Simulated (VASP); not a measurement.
# Pb (P6/mmm) in VASP: notebook, part 2 of 2

VASP 6.6.1.

**3. Single point, PBE (volume scaled by 0.7)**

The input, INCAR:

```
PREC = Accurate ; ENCUT = 520
EDIFF = 1E-6 ; ISMEAR = -1
SIGMA = 0.1 ; LREAL = False
LASPH = True ; NELM = 60
ALGO = Normal ; ISIF = 2
LWAVE = False ; LCHARG = False
GGA = PE ; NBANDS = 13
```

The input, KPOINTS:

```
regular mesh
0
Gamma
  13 13 12
```

The input, POSCAR:

```
Pb
1.0
    3.0447443335      0.0000000000      0.0000000000
   -1.5223721667      2.6368259408      0.0000000000
    0.0000000000      0.0000000000      2.8863357646
Pb
1
Direct
    0.0000000000      0.0000000000      0.0000000000
```

Potentials or basis: VASP PAW PBE potentials, release 64 (Pb_d).

Started as:

```sh
$ cat potpaw_PBE.64/Pb_d/POTCAR > POTCAR
$ mpirun -np 1 vasp_std > vasp.out
```

OUTCAR:

```text
PREC = Accurate
   ENCUT = 520
   EDIFF = 1E-6
   ISMEAR = -1
   LREAL = False
   LASPH = True
   NELM = 60
   ISIF = 2
   GGA = PE

 ion  position               nearest neighbor table
   1  0.000  0.000  0.000-

  LATTYP: Found a hexagonal cell.
 ALAT       =     3.0447443335
 C/A-ratio  =     0.9479731132

  Lattice vectors:

 A1 = (   3.0447443335,   0.0000000000,   0.0000000000)
 A2 = (  -1.5223721667,   2.6368259408,   0.0000000000)
 A3 = (   0.0000000000,   0.0000000000,   2.8863357646)

Analysis of symmetry for initial positions (statically):
=====================================================================
 Subroutine PRICEL returns:
 Original cell was already a primitive cell.

 Routine SETGRP: Setting up the symmetry group for a
 hexagonal supercell.

 Subroutine GETGRP returns: Found 24 space group operations
 (whereof 24 operations were pure point group operations)
 out of a pool of 24 trial point group operations.

The static configuration has the point symmetry D_6h.

Analysis of symmetry for dynamics (positions and initial velocities):
=====================================================================
 Subroutine PRICEL returns:
 Original cell was already a primitive cell.

 Routine SETGRP: Setting up the symmetry group for a
 hexagonal supercell.

 Subroutine GETGRP returns: Found 24 space group operations
 (whereof 24 operations were pure point group operations)
 out of a pool of 24 trial point group operations.

The dynamic configuration has the point symmetry D_6h.

 Subroutine INISYM returns: Found 24 space group operations
 (whereof 24 operations are pure point group operations),
 and found     1 'primitive' translations

----------------------------------------------------------------------------------------

                                     Primitive cell

  volume of cell :      23.1728

  direct lattice vectors                    reciprocal lattice vectors
     3.044744334  0.000000000  0.000000000     0.328434801  0.189621921  0.000000000
    -1.522372167  2.636825941  0.000000000     0.000000000  0.379243842  0.000000000
     0.000000000  0.000000000  2.886335765     0.000000000  0.000000000  0.346460038

  length of vectors
     3.044744334  3.044744333  2.886335765     0.379243842  0.379243842  0.346460038

  position of ions in fractional coordinates (direct lattice)
     0.000000000  0.000000000  0.000000000

  ion indices of the primitive-cell ions
   primitive index   ion index
                 1           1

----------------------------------------------------------------------------------------

 KPOINTS: regular mesh

Automatic generation of k-mesh.
 Grid dimensions read from file:
 generate k-points for:   13   13   12

 Generating k-lattice:

  Cartesian coordinates                     Fractional coordinates (reciprocal lattice)
     0.025264215  0.014586302  0.000000000     0.076923077  0.000000000  0.000000000
     0.000000000  0.029172603  0.000000000     0.000000000  0.076923077  0.000000000
     0.000000000  0.000000000  0.028871670     0.000000000  0.000000000  0.083333333

  Length of vectors
     0.029172603  0.029172603  0.028871670

  Shift w.r.t. Gamma in fractional coordinates (k-lattice)
     0.000000000  0.000000000  0.000000000

 Subroutine IBZKPT returns following result:
 ===========================================

 Found    147 irreducible k-points:

 Following reciprocal coordinates:
            Coordinates               Weight
  0.000000  0.000000  0.000000      1.000000
  0.076923  0.000000  0.000000      6.000000
  0.153846 -0.000000  0.000000      6.000000
  0.230769 -0.000000  0.000000      6.000000
  0.307692 -0.000000  0.000000      6.000000
  0.384615  0.000000  0.000000      6.000000
[... 16 lines left out ...]
  0.076923  0.000000  0.083333     12.000000
  0.153846 -0.000000  0.083333     12.000000
 [... further k-points ...]
   k-points           NKPTS =    147   k-points in BZ     NKDIM =    147   number of bands    NBANDS=     13
   number of dos      NEDOS =    301   number of ions     NIONS =      1
   total plane-waves  NPLWV =  13824
   dimension x,y,z NGX =    24 NGY =   24 NGZ =   24
   dimension x,y,z NGXF=    48 NGYF=   48 NGZF=   48
   ions per type =               1
   NGX,Y,Z   is equivalent  to a cutoff of  13.10, 13.10, 13.82 a.u.
   NGXF,Y,Z  is equivalent  to a cutoff of  26.21, 26.21, 27.65 a.u.
 SYSTEM =  unknown system
   PREC   = accura    normal or accurate (medium, high low for compatibility)
   ISTART =      0    job   : 0-new  1-cont  2-samecut
   ICHARG =      2    charge: 1-file 2-atom 10-const
   ISPIN  =      1    spin polarized calculation?
   LNONCOLLINEAR =      F non collinear calculations
   LSORBIT =      F    spin-orbit coupling
   LASPH  =      T    aspherical Exc in radial PAW
   ENCUT  =  520.0 eV  38.22 Ry    6.18 a.u.   5.66  5.66  5.37*2*pi/ulx,y,z
   NELM   =     60;   NELMIN=  2; NELMDL= -5     # of ELM steps
   EDIFF  = 0.1E-05   stopping-criterion for ELM
   LREAL  =      F    real-space projection
   EDIFFG = 0.1E-04   stopping-criterion for IOM
   NSW    =      0    number of steps for IOM
   IBRION =     -1    ionic relax: 0-MD 1-quasi-New 2-CG
   NFREE  =      0    steps in history (QN), initial steepest desc. (CG)
   ISIF   =      2    stress and relaxation
   ISYM   =      2    0-nonsym 1-usesym 2-fastsym
   POTIM  = 0.5000    time-step for ionic-motion
   TEBEG  =    0.0;   TEEND  =   0.0 temperature during run
   PSTRESS=    0.0 pullay stress
   NELECT =      14.0000    total number of electrons
   NUPDOWN=      -1.0000    fix difference up-down
   EMIN   =  10.00;   EMAX   =-10.00  energy-range for DOS
   EFERMI =   0.00;   METHOD = LEGACY
   ISMEAR =    -1;   SIGMA  =   0.10  broadening in eV -4-tet -1-fermi 0-gaus
   EFERMI_NEDOS =   21; number of points for ismear=-14 and -15
   IALGO  =     38    algorithm
   IMIX   =      4    mixing-type and parameters
     AMIX     =   0.40;   BMIX     =  1.00
     AMIX_MAG =   1.60;   BMIX_MAG =  1.00
  volume/ion in A,a.u.               =      23.17       156.38
  Fermi-wavevector in a.u.,A,eV,Ry     =   1.383963  2.615311 26.059965  1.915353
  Thomas-Fermi vector in A             =   2.508512
   LORBIT       =      0    0 simple, 1 ext, 2 COOP (PROOUT), +10 PAW based schemes
   GGA     = PE    functional components
   LHFCALC =     F    Hartree Fock is set to
   AEXX    =    0.0000 exact exchange contribution
   IVDW    =     0    specifies the selected vdW correction
   LEPSILON=     F    determine dielectric tensor
   LRPA    =     F    only Hartree local field effects (RPA)
 non-spin polarized calculation
  energy-cutoff  :      520.00
  volume of cell :       23.17
 maximum number of plane-waves:       638
 NGX is ok and might be reduce to    24
   NGX = 11   NGY = 11   NGZ = 11

 number of electron      14.0000003 magnetization

 Free energy of the ion-electron system (eV)
  ---------------------------------------------------
  ext. energy  EPLUGINS =         0.00000000
  ---------------------------------------------------
  free energy    TOTEN  =        -2.76778846 eV

  energy without entropy =       -2.75694531  energy(sigma->0) =       -2.76236689

 E-fermi :  10.7637     XC(G=0): -11.4900

 val. band max:       10.7543982846   @ k =   0.3846   0.2308   0.2500
 cond. band min:      10.7941121949   @ k =   0.3077  -0.0000   0.2500
 fundamental gap:      0.0397139103
 Fermi energy:        10.7637372015

 k-point     1 :       0.0000    0.0000    0.0000
  band No.  band energies     occupation
      1      -7.5312      2.00000
      2      -6.8658      2.00000
      3      -6.8658      2.00000
      4      -6.1538      2.00000
      5      -6.1538      2.00000
      6      -3.3796      2.00000
      7      16.4901      0.00000
      8      19.4481      0.00000
      9      19.4481      0.00000
     10      20.7460      0.00000
     11      21.3160      0.00000
     12      25.0610      0.00000
     13      25.2184      0.00000

 k-point     2 :       0.0769    0.0000    0.0000
  band No.  band energies     occupation
      1      -7.5097      2.00000
      2      -6.8788      2.00000
      3      -6.8241      2.00000
      4      -6.1748      2.00000
      5      -6.1585      2.00000
      6      -3.2346      2.00000
      7      16.6755      0.00000
      8      17.9565      0.00000
      9      18.9572      0.00000
     10      20.5163      0.00000
     11      21.4133      0.00000
[... 339 lines left out ...]
 k-point    24 :       0.1538   -0.0000    0.0833
  band No.  band energies     occupation
      1      -7.3912      2.00000
      2      -6.9071      2.00000
      3      -6.7029      2.00000
      4      -6.2651      2.00000
      5      -6.1996      2.00000
      6      -2.6533      2.00000
      7      15.3573      0.00000
      8      15.6845      0.00000
      9      18.0729      0.00000
     10      20.3125      0.00000
     11      23.1546      0.00000
     12      26.5158      0.00000
     13      27.1847      0.00000

 [... further k-points ...]
[... 5 lines left out ...]
  --------------------------------------------------------------------------------------
  -------------------------------------------------------------------------------------
  Total        4.6353822      4.6353822      4.6373230      0.0000000     -0.0000000      0.0000000
  in kB      320.4918505    320.4918505    320.6260335      0.0000000     -0.0000000      0.0000000
  external PRESSURE =     320.5365782 kB  Pullay stress =       0.0000000 kB

 VOLUME and BASIS-vectors are now :
 -----------------------------------------------------------------------------
  energy-cutoff  :      520.00
  volume of cell :       23.17
      direct lattice vectors                 reciprocal lattice vectors
     3.044744334  0.000000000  0.000000000     0.328434801  0.189621921  0.000000000
    -1.522372167  2.636825941  0.000000000     0.000000000  0.379243842  0.000000000
     0.000000000  0.000000000  2.886335765     0.000000000  0.000000000  0.346460038

 POSITION                                       TOTAL-FORCE (eV/Angst)
 -----------------------------------------------------------------------------------
      0.00000      0.00000      0.00000        -0.000000      0.000000      0.000000
 -----------------------------------------------------------------------------------
    total drift:                                0.000000      0.000000      0.000000

  FREE ENERGIE OF THE ION-ELECTRON SYSTEM (eV)
  ---------------------------------------------------
  free  energy   TOTEN  =        -2.7677884589 eV

  energy  without entropy=       -2.7569453131  energy(sigma->0) =       -2.76236689
```

stdout:

```text
POSCAR found type information on POSCAR Pb
 POSCAR found :  1 types and       1 ions
 scaLAPACK will be used
 LDA part: xc-table for (Slater+PW92), standard interpolation
 POSCAR, INCAR and KPOINTS ok, starting setup
 FFT: planning ... GRIDC
 FFT: planning ... GRID_SOFT
 FFT: planning ... GRID
 WAVECAR not read
 entering main loop
```

It took 11 s on 1 thread of Intel Xeon 6975P-C, shared host; peak memory 0.17 GiB.

Results:

| Property | Result |
| --- | --- |
| Free energy | -2.7678 eV |
| Pressure | 32.1 GPa |
| Band gap on the k mesh | zero (band 7 reaches 16.68 eV, above the bottom of band 8 at 8.20 eV) |

Caveat: spin-orbit coupling is left out, which moves the levels of the heavy elements.
